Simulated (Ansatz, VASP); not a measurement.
# One calculation of Si16B, two programs

```
Si B
1.0
     0.00000    5.43000    5.43000
     5.43000    0.00000    5.43000
     5.43000    5.43000    0.00000
Si B
16 1
Direct
  0.00046 0.99958 0.00004
  0.12249 0.12710 0.12264
  0.00660 0.99751 0.49799
  0.12243 0.12706 0.62793
  0.99976 0.49950 0.99957
  0.12604 0.62360 0.12530
  0.99961 0.49948 0.50147
  0.12270 0.62225 0.62762
  0.49747 0.99702 0.00829
  0.62840 0.12692 0.12235
  0.49724 0.99691 0.49708
  0.62232 0.12819 0.62441
  0.50233 0.49940 0.99913
  0.62788 0.62221 0.12281
  0.49644 0.51057 0.49648
  0.62774 0.62227 0.62715
  0.36797 0.88359 0.37336
```

Alike in both runs: functional PBE; dispersion D3(BJ); k mesh 2 × 2 × 2; occupations fermi-dirac, width 0.02 eV; collinear spin.

Ansatz relaxed the structure, and its values are those at the end. VASP's run is a single point on that final structure, the one shown.

|  | VASP | Ansatz |
| --- | --- | --- |
| version | VASP 6.6.1 | Ansatz 0.2.0 |
| potentials or method | VASP PAW PBE potentials, release 64 (Si, B), cutoff 520 eV | scalar-relativistic, plane waves, PAW |
| valence electrons in the cell | 67 | 67 |

```csv
,VASP,Ansatz,Ansatz less VASP
rms of the force components (eV/Å),0.014,0.014,+0.0001
net moment per atom (μB),0.00,0.00,0.000
```

Ansatz's warnings: filled band counts differ across k points, seeded moment not kept.

The k mesh is coarse, so the values compare programs but aren't converged.
